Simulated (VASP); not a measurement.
Nb: single point with LDA

The system is Nb.

```xyz
1
Lattice="0.0000 1.6644 1.6644 1.6644 0.0000 1.6644 1.6644 1.6644 0.0000" Properties=species:S:1:pos:R:3 pbc="T T T"
Nb    0.0000    0.0000    0.0000
```

This cell differs from its parent crystal: volume scaled by 0.52.

```
Program             : VASP 6.6.1
Task                : single point
Functional          : LDA
Potentials or basis : VASP PAW LDA potentials, release 64 (Nb_sv)
Cutoff              : 520 eV
k mesh              : 18 × 18 × 18
Occupations         : fermi-dirac, width 0.05 eV
Spin                : no spin polarisation
```

| Item | Value |
| --- | --- |
| Pressure | 366.2 GPa |

Levels at points of the mesh, in eV from the Fermi level:
```csv
k point,band 4,band 5,band 6,band 7,band 8,band 9
"(0.00, 0.00, 0.00)",-27.57,-4.85,-1.48,-1.48,-1.48,4.96
"(0.50, 0.00, 0.00)",-28.57,-7.14,-2.12,-2.12,6.76,10.13
"(0.50, 0.50, 0.00)",-30.49,-9.97,-9.09,10.23,11.80,11.80
```

Run time: 36 s on 1 thread of AMD EPYC 7R13 (shared host), peak memory 0.1 GiB.
